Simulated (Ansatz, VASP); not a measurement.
# Two plane-wave programs on C

```xyz
2
Lattice="0.0000 1.7801 1.6911 1.7801 0.0000 1.6911 1.7801 1.7801 0.0000" Properties=species:S:1:pos:R:3 pbc="T T T"
C     0.0000    0.0000    0.0000
C     0.8901    0.8901    0.8456
```

Change from the starting cell: uniaxial_z strain -5.0%.

Alike in both runs: task single point; functional HSE06; k mesh 8 × 8 × 8; no spin polarisation.

|  | VASP | Ansatz |
| --- | --- | --- |
| version | VASP 6.6.1 | Ansatz 0.2.0 |
| potentials or method | VASP PAW PBE potentials, release 64 (C) | plane waves, PAW |
| plane-wave cutoff (eV) | 520 | 420 |
| occupations | gaussian, width 0.01 eV | fixed |
| valence electrons in the cell | 8 | 8 |

VASP gave:

```
gap on the k mesh at the Fermi level (eV)                     : 4.02
pressure (GPa)                                                : 20.7
traceless stress, the component that is largest in VASP (GPa) : 33.61
```

Problem. Estimate Ansatz's values.

Solution. gap on the k mesh at the Fermi level (eV): 4.02; pressure (GPa): 19.5; traceless stress, the component that is largest in VASP (GPa): 33.66.

Ansatz's warnings: stress exchange threshold loose, stress scf threshold loose.
